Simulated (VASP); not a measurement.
Here is a VASP 6.6.1 calculation.

The input INCAR:

```
ALGO = Normal
EDIFF = 1E-6
ENCUT = 520
GGA = PE
ISIF = 2
ISMEAR = 0
IVDW = 12
LASPH = T
LCHARG = F
LREAL = F
LWAVE = F
NBANDS = 11
NELM = 80
PREC = Accurate
SIGMA = 0.03
```

File KPOINTS:

```
k-points
0
Gamma
  18 18 18
```

The input POSCAR:

```
C
1.0
    0.0000000000      2.3826497567      3.4635411115
    1.2566033192      0.0000000000      3.4635411115
    1.2566033192      2.3826497567      0.0000000000
C
2
Direct
    0.1666966007      0.8333033993      0.1666966007
    0.8333033993      0.1666966007      0.8333033993
```

Potentials or basis: VASP PAW PBE potentials, release 64 (C).

Run with:

```console
$ cat potpaw_PBE.64/C/POTCAR > POTCAR
$ mpirun -np 1 vasp_std > vasp.out
```

Question: Predict the dispersion energy per atom.

Answer: -0.139 eV.

Question: Predict the pressure.

Answer: -38.0 GPa.

Forces on the atoms (eV/Å):
```
C    0.000  0.420  0.000
C    0.000 -0.420  0.000
```

Caveat: the cell stands under tension.
